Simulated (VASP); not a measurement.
CdS, 2 atoms in the cell. It takes space group F-43m (No. 216, cubic). The conventional cell has a = 5.840 Å, b = 5.840 Å, c = 5.840 Å, α = 90.00°, β = 90.00°, γ = 90.00°. Cd (site symmetry -43m) has 4 S at 2.53 Å within 3.3 Å. S (site symmetry -43m) has 4 Cd at 2.53 Å within 3.3 Å. 

```yaml
Program: VASP 6.6.1
Task: single point
Functional: LDA
Potentials_or_basis: VASP PAW LDA potentials, release 64 (Cd, S)
Cutoff: 500 eV
k_mesh: 6 × 6 × 6
Occupations: gaussian, width 0.1 eV
Spin: no spin polarisation
Dipole_correction: no
Further_INCAR_settings: ALGO = Normal; EDIFF = 1e-06; NBANDS = 16
```

Potentials or basis: VASP PAW LDA potentials, release 64 (Cd, S).

Command:

```bash
$ cat potpaw_LDA.64/Cd/POTCAR potpaw_LDA.64/S/POTCAR > POTCAR
$ mpirun -np 1 vasp_std > vasp.out
```

Hardware: 1 thread of Intel(R) Xeon(R) 6975P-C (Granite Rapids), with other jobs on the host.

Problem. How long does it take, and how much memory?

Solution. Run time: 6.2 s on 1 thread of Intel(R) Xeon(R) 6975P-C (Granite Rapids), with other jobs on the host, peak memory 0.14 GiB. Counts: scf iterations 13, k points 16.
